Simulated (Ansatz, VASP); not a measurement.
P in VASP and in Ansatz

```
P
1.0
     1.72573    0.99635    3.12968
    -1.72573    0.99635    3.12968
     0.00000   -1.99270    3.12968
P
2
Direct
  0.21346 0.21346 0.24346
  0.78654 0.78654 0.75654
```

Change from the starting cell: shortest bond scaled by 0.94, LAPW.

Alike in both runs: task single point; functional PBEsol; k mesh 11 × 11 × 11; occupations fermi-dirac, width 0.05 eV; no spin polarisation.

```csv
,VASP,Ansatz
version,VASP 6.6.1,Ansatz 0.2.0
potentials or method,"VASP PAW PBE potentials, release 64 (P), cutoff 520 eV","all-electron LAPW, scalar-relativistic"
```

Ansatz gave:

- pressure (GPa): 1.2
- traceless stress, the component that is largest in VASP (GPa): 4.03
- rms of the force components (eV/Å): 0.814

Question: Estimate VASP's values.

Answer: Pressure (GPa): 1.2; traceless stress, the component that is largest in VASP (GPa): 3.98; rms of the force components (eV/Å): 0.802.

VASP's potentials were made for PBE, not for PBEsol. Atom by atom the forces differ by 0.013 eV/Å (rms over components). Ansatz ran all-electron here, and VASP with PAW potentials.
